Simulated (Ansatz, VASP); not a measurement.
# Two plane-wave programs on VRe

File INCAR:

```
SYSTEM = VRe
  PREC = Accurate
  ENCUT = 520
  EDIFF = 1E-8
  ISMEAR = -1
  SIGMA = 0.05
  LREAL = .FALSE.
  LASPH = .TRUE.
  NELM = 80
  ALGO = Normal
  ISIF = 2
  LWAVE = .FALSE.
  LCHARG = .FALSE.
  LEFG = .TRUE.
  NBANDS = 17
```

File KPOINTS:

```
Automatic mesh
0
G
  14 14 9
  0 0 0
```

File POSCAR:

```
VRe
1.0
    1.3848214486     -1.9901959528      0.0000000000
    1.3848214486      1.9901959528      0.0000000000
    0.0000000000      0.0000000000      3.8134853281
V Re
1 1
Direct
    0.5000000000      0.5000000000      0.5000000000
    0.0000000000      0.0000000000      0.0000000000
```

Input for Ansatz:

```yaml
crystal:
  lattice:
    - [1.3848214486, -1.9901959528, 0.0]
    - [1.3848214486, 1.9901959528, 0.0]
    - [0.0, 0.0, 3.8134853281]
  atoms:
    - { symbol: V, position: [0.5, 0.5, 0.5] }
    - { symbol: Re, position: [0.0, 0.0, 0.0] }
kpoints:
  mp_grid: { grid: [14, 14, 9] }
  band_path:
    path:
      - [0.0, 0.0, 0.0]
      - [-0.5, 0.5, 0.0]
      - [-0.3710419451, 0.6289580549, 0.0]
      - [0.3710419451, 0.3710419451, 0.0]
      - [0.0, 0.0, 0.0]
      - [0.0, 0.0, 0.5]
      - [0.3710419451, 0.3710419451, 0.5]
      - [-0.3710419451, 0.6289580549, 0.5]
      - [-0.5, 0.5, 0.5]
    npoints: 6
scf:
  occupations: { method: fermi_dirac, width: 0.05 }
hamiltonian:
  xc: lda
  pseudopotentials: { kind: paw }
output:
  forces: true
  stress: true
  eigenvalues: true
  efg: { contact_densities: true }
  populations: true
  write_density: true
  write_potential: true
  elf: true
  volumetric_format: npy
```

Change from the starting cell: volume scaled by 0.75, PAW files.

Alike in both runs: task electric field gradients; functional LDA; k mesh 14 × 14 × 9; occupations fermi-dirac, width 0.05 eV; no spin polarisation.

|  | VASP | Ansatz |
| --- | --- | --- |
| version | VASP 6.6.1 | Ansatz 0.2.0 |
| potentials or method | VASP PAW LDA potentials, release 64 (V_sv, Re) | PAW with Ansatz's default frozen-core files, scalar-relativistic |
| plane-wave cutoff (eV) | 520 | 420 |
| valence electrons in the cell | 20 | 28 |

Ansatz gave:

```
pressure (GPa)                                                : 130.7
traceless stress, the component that is largest in VASP (GPa) : 0.12
size of Vzz on the site where it differs most (V/Å²)          : 163.9
```

Problem. Which values does VASP return?

Solution. Pressure (GPa): 136.3; traceless stress, the component that is largest in VASP (GPa): -1.72; size of Vzz on the site where it differs most (V/Å²): 193.4.

LDA's correlation is that of Perdew and Zunger in VASP and of Perdew and Wang (1992) in Ansatz. Both programs put the cell under a high pressure, so it lies far from rest at this level. VASP's potentials hold 20 valence electrons a cell and Ansatz's 28, so a difference there can come from the potentials and not from the codes.

Spin-orbit coupling is off throughout. Noted on VASP's run: the cell as given lies far from equilibrium.
